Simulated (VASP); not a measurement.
The system is TiS2 (mix).

```xyz
3
Lattice="3.4120 0.0000 0.0000 -1.7060 2.9549 0.0000 0.0000 0.0000 5.6950" Properties=species:S:1:pos:R:3 pbc="T T T"
Ti    0.0000    0.0000    0.0000
S     0.0000    1.9699    1.4238
S     1.7060    0.9850    4.2713
```

- Program: VASP 6.6.1
- Task: relaxation of cell and atoms
- Functional: PBE
- Dispersion: D3(BJ)
- Potentials or basis: VASP PAW PBE potentials, release 64 (Ti_sv, S)
- Cutoff: 500 eV
- k mesh: 15 × 15 × 8
- Occupations: gaussian, width 0.1 eV
- Spin: no spin polarisation

At the start: pressure -3.0 GPa; volume 19.14 Å³/atom.

How do energy, volume and symmetry change on relaxing?

Over 18 steps the energy falls by 8.9 meV/atom and the volume is 17.98 Å³/atom (-6.1 %); space group P-3m1 (No. 164, to 0.05 Å).

Step by step:
```
step  energy change (eV)  largest force (eV/Å)  pressure (GPa)  volume (Å³)
   1              0.0000                0.1245           -2.98        57.42
   2             -0.0032                0.5389            2.72        54.51
   3             -0.0156                0.2154           -0.10        55.85
   4             -0.0193                0.1403           -0.12        55.54
   5             -0.0210                0.0378           -0.11        55.11
   6             -0.0228                0.0360           -0.04        54.85
   7             -0.0261                0.0280            0.20        54.06
   8             -0.0264                0.0216            0.33        53.71
   9             -0.0247                0.1378           -0.98        54.16
  10             -0.0265                0.0145            0.04        53.81
  11             -0.0265                0.0024            0.03        53.86
  12             -0.0265                0.0008            0.03        53.87
  13             -0.0265                0.0113           -0.08        53.94
  14             -0.0266                0.0055           -0.02        53.90
  15             -0.0266                0.0034           -0.01        53.91
  16             -0.0266                0.0026            0.00        53.92
  17             -0.0266                0.0008            0.01        53.93
  18             -0.0266                0.0015            0.00        53.93
```

Final structure:
```yaml
crystal:
  lattice:
    - [3.35841, 0.00000, 0.00000]
    - [-1.67921, 2.90847, 0.00000]
    - [0.00000, 0.00000, 5.52076]
  atoms:
    - { symbol: Ti, position: [0.00000, 0.00000, 0.00000] }
    - { symbol: S, position: [0.33333, 0.66667, 0.25885] }
    - { symbol: S, position: [0.66667, 0.33333, 0.74115] }
```

Caveat: pairwise dispersion overbinds metals, which lowers pressure and volume.
